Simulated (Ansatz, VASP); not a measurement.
# Two plane-wave programs on Ti

```
Ti
1.0
     2.90046    0.00000    0.00000
    -1.45023    2.51187    0.00000
     0.00000    0.00000    4.59083
Ti
2
Direct
  0.33333 0.66667 0.25000
  0.66667 0.33333 0.75000
```

Alike in both runs: functional PBEsol; k mesh 18 × 18 × 10; occupations gaussian, width 0.1 eV; no spin polarisation.

Ansatz relaxed the structure, and its values are those at the end. VASP's run is a single point on that final structure, the one shown.

```csv
,VASP,Ansatz
version,VASP 6.6.1,Ansatz 0.2.0
potentials or method,"VASP PAW PBE potentials, release 64 (Ti_sv), cutoff 520 eV","scalar-relativistic, plane waves, PAW"
valence electrons in the cell,24,24
```

|  | VASP | Ansatz | Ansatz less VASP |
| --- | --- | --- | --- |
| gap on the k mesh at the Fermi level (eV) | none | none | - |
| pressure (GPa) | -0.3 | 0.0 | +0.28 |

VASP's potentials were made for PBE, not for PBEsol. A gap of «none» marks a metal or a gap that the smearing closes.
